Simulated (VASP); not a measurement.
Here is a VASP 6.6.1 calculation.

POSCAR

```
Te2Mo
1.0
    3.5549481411      0.0000000000      0.0000000000
   -1.7774740705      3.0786753993      0.0000000000
    0.0000000000      0.0000000000     14.4962626307
Te Mo
4 2
Direct
    0.3333333333      0.6666666667      0.6264161697
    0.6666666667      0.3333333333      0.1264161697
    0.3333333333      0.6666666667      0.8735838303
    0.6666666667      0.3333333333      0.3735838303
    0.3333333333      0.6666666667      0.2500000000
    0.6666666667      0.3333333333      0.7500000000
```

Contents of INCAR.step1:

```
SYSTEM = Te2Mo
  PREC = Accurate
  ENCUT = 520
  ISMEAR = 0
  SIGMA = 0.05
  LREAL = .FALSE.
  LASPH = .TRUE.
  NELM = 150
  ISPIN = 2
  MAGMOM = 0 0 0 0 0.05 0.05
  LMAXMIX = 4
  NBANDS = 39
  GGA = PE
  ALGO = Normal
  EDIFF = 1E-4
  LWAVE = .TRUE.
  LCHARG = .FALSE.
```

File INCAR.step2:

```
SYSTEM = Te2Mo
  PREC = Accurate
  ENCUT = 520
  EDIFF = 1E-6
  ISMEAR = 0
  SIGMA = 0.05
  LREAL = .FALSE.
  LASPH = .TRUE.
  NELM = 150
  ALGO = Normal
  ISIF = 2
  LWAVE = .FALSE.
  LCHARG = .FALSE.
  ISPIN = 2
  MAGMOM = 0 0 0 0 0.05 0.05
  LORBIT = 11
  LMAXMIX = 4
  METAGGA = R2SCAN
  LMIXTAU = .TRUE.
  NBANDS = 39
  ISTART = 1
```

KPOINTS

```
regular mesh
0
G
  8 8 2
  0 0 0
```

Potentials or basis: VASP PAW PBE potentials, release 64 (Te, Mo_sv).

The run is started by

```sh
$ cat potpaw_PBE.64/Te/POTCAR potpaw_PBE.64/Mo_sv/POTCAR > POTCAR
$ cp INCAR.step1 INCAR
$ mpirun -np 1 vasp_std > vasp.out
$ cp INCAR.step2 INCAR
$ mpirun -np 1 vasp_std > vasp.out
```

(1) Predict the pressure.

(2) Estimate the largest force.

(3) Estimate the net moment.

Results:

(1) 0.5 GPa.

(2) 0.019 eV/Å.

(3) 0.00 μB per cell.

Caveat: the PAW data sets were made with another functional, which shifts forces and pressure a little.
